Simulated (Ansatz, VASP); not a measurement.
# One calculation of Hf3F, two programs

INCAR

```
SYSTEM = Hf3F
PREC = Accurate ; ENCUT = 520
EDIFF = 1E-6 ; ISMEAR = 0
SIGMA = 0.1 ; LREAL = .False.
LASPH = .True. ; NELM = 60
ALGO = Normal ; ISIF = 2
LWAVE = .False. ; LCHARG = .True.
LDIPOL = .True. ; IDIPOL = 3
DIPOL = 0.5 0.5 0.334 ; LELF = .True.
LVHAR = .True. ; LVACPOTAV = .True.
NBANDS = 26
```

KPOINTS

```
regular mesh
0
Gamma
  9 9 1
  0 0 0
```

Contents of POSCAR:

```
Hf3F
1.0
    3.0829071749      0.0000000000      0.0000000000
    0.0000000000      3.0829071749      0.0000000000
    0.0000000000      0.0000000000     21.0927836031
Hf F
3 1
Direct
    0.5000000000      0.5000000000      0.1896383178
    0.0000000000      0.0000000000      0.2867330108
    0.5000000000      0.5000000000      0.3836754672
    0.6250000000      0.6250000000      0.4756500513
```

Input for Ansatz:

```yaml
crystal:
  lattice:
    - [3.0829071749, 0.0, 0.0]
    - [0.0, 3.0829071749, 0.0]
    - [0.0, 0.0, 21.0927836031]
  atoms:
    - { symbol: Hf, position: [0.5, 0.5, 0.1896383178] }
    - { symbol: Hf, position: [0.0, 0.0, 0.2867330108] }
    - { symbol: Hf, position: [0.5, 0.5, 0.3836754672] }
    - { symbol: F, position: [0.625, 0.625, 0.4756500513] }
basis:
  ecutwfc: 420
kpoints:
  mp_grid: { grid: [9, 9, 1] }
hamiltonian:
  xc: lda
scf:
  occupations: { method: gaussian, width: 0.1 }
output:
  forces: true
  eigenvalues: true
efield:
  axis: 3
  dipole_correction: true
  ramp_width: 0.04
```

Alike in both runs: task single point; functional LDA; k mesh 9 × 9 × 1; occupations gaussian, width 0.1 eV; no spin polarisation.

|  | VASP | Ansatz |
| --- | --- | --- |
| version | VASP 6.6.1 | Ansatz 0.2.0 |
| potentials or method | VASP PAW LDA potentials, release 64 (Hf_pv, F), cutoff 520 eV | scalar-relativistic, plane waves, PAW |
| valence electrons in the cell | 37 | 85 |

```tsv
	VASP	Ansatz	Ansatz less VASP
gap on the k mesh at the Fermi level (eV)	none	none	-
rms of the force components (eV/Å)	1.432	1.400	-0.0325
work function, face that differs most (eV)	8.32	8.26	-0.066
```

LDA's correlation is that of Perdew and Zunger in VASP and of Perdew and Wang (1992) in Ansatz. Atom by atom the forces differ by 0.033 eV/Å (rms over components). A gap of «none» marks a metal or a gap that the smearing closes. VASP's potentials hold 37 valence electrons a cell and Ansatz's 85, so a difference there can come from the potentials and not from the codes.

Spin-orbit coupling is off throughout.
